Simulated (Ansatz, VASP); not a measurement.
**One calculation of LiCl, two programs**

File POSCAR:

```
LiCl
1.0
    0.0000000000      2.7054341589      2.7054341589
    2.7054341589      0.0000000000      2.7054341589
    2.7054341589      2.7054341589      0.0000000000
Li Cl
1 1
Direct
    0.0000000000      0.0000000000      0.0000000000
    0.2500000000      0.2500000000      0.2500000000
```

File INCAR.step1:

```
SYSTEM = LiCl
PREC     = Accurate       ! precision mode
ENCUT    = 520            ! plane-wave cutoff, eV
ISMEAR   = 0              ! smearing method
SIGMA    = 0.01           ! smearing width, eV
LREAL    = .FALSE.        ! projectors in reciprocal space
LASPH    = .TRUE.         ! aspherical terms in the spheres
NELM     = 60             ! most SCF steps
NBANDS   = 12             ! bands
GGA      = PE             ! functional
ALGO     = Normal         ! electronic algorithm
EDIFF    = 1E-4           ! SCF threshold, eV
LWAVE    = .TRUE.         ! write WAVECAR
LCHARG   = .FALSE.        ! write CHGCAR
```

The input INCAR.step2:

```
SYSTEM = LiCl
PREC     = Accurate       ! precision mode
ENCUT    = 520            ! plane-wave cutoff, eV
EDIFF    = 1E-7           ! SCF threshold, eV
ISMEAR   = 0              ! smearing method
SIGMA    = 0.01           ! smearing width, eV
LREAL    = .FALSE.        ! projectors in reciprocal space
LASPH    = .TRUE.         ! aspherical terms in the spheres
NELM     = 60             ! most SCF steps
ALGO     = Normal         ! electronic algorithm
ISIF     = 2              ! what is computed and relaxed
LWAVE    = .FALSE.        ! write WAVECAR
LCHARG   = .FALSE.        ! write CHGCAR
METAGGA  = R2SCAN         ! meta-GGA
LMIXTAU  = .TRUE.       
NBANDS   = 12             ! bands
ISTART   = 1
```

KPOINTS

```
Automatic mesh
0
G
  6 6 6
  0 0 0
```

Input for Ansatz:

```yaml
crystal:
  lattice:
    - [0.0, 2.7054341589, 2.7054341589]
    - [2.7054341589, 0.0, 2.7054341589]
    - [2.7054341589, 2.7054341589, 0.0]
  atoms:
    - { symbol: Li, position: [0.0, 0.0, 0.0] }
    - { symbol: Cl, position: [0.25, 0.25, 0.25] }
kpoints:
  mp_grid: { grid: [6, 6, 6] }
hamiltonian:
  xc: r2scan
scf:
  occupations: { method: fixed }
  n_extra_bands: 4
output:
  forces: true
  stress: true
  eigenvalues: true
```

Alike in both runs: task single point; functional r2SCAN; k mesh 6 × 6 × 6; no spin polarisation.

|  | VASP | Ansatz |
| --- | --- | --- |
| version | VASP 6.6.1 | Ansatz 0.2.0 |
| potentials or method | VASP PAW PBE potentials, release 64 (Li_sv, Cl) | plane waves, PAW |
| plane-wave cutoff (eV) | 520 | 500 |
| occupations | gaussian, width 0.01 eV | fixed |
| valence electrons in the cell | 10 | 10 |

```csv
,VASP,Ansatz,Ansatz less VASP
gap on the k mesh at the Fermi level (eV),6.89,6.83,-0.058
```

VASP's potentials were made for PBE, not for r2SCAN.

Noted on VASP's run: the cutoff is short for stress, so the pressure is rough.
